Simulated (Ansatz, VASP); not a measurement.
# C: VASP beside Ansatz

```
CELL_PARAMETERS angstrom
2.45881 0.00000 0.00000
-1.22941 2.12940 0.00000
0.00000 0.00000 23.52288
ATOMIC_POSITIONS crystal
C 0.33333 0.66667 0.31884
C 0.66667 0.33333 0.31884
C 0.33333 0.66667 0.68116
C 0.66667 0.33333 0.68116
```

Alike in both runs: functional PBEsol; k mesh 15 × 15 × 1; occupations gaussian, width 0.1 eV; no spin polarisation.

Ansatz relaxed the structure, and its values are those at the end. VASP's run is a single point on that final structure, the one shown.

```csv
,VASP,Ansatz
version,VASP 6.6.1,Ansatz 0.2.0
potentials or method,"VASP PAW PBE potentials, release 64 (C), cutoff 520 eV","scalar-relativistic, plane waves, PAW"
valence electrons in the cell,16,16
```

```csv
,VASP,Ansatz,Ansatz less VASP
gap on the k mesh at the Fermi level (eV),none,none,-
"work function, face that differs most (eV)",4.31,4.31,+0.002
```

VASP's potentials were made for PBE, not for PBEsol. A gap of «none» marks a metal or a gap that the smearing closes. Ansatz's warnings: xc potential rough in thin density.
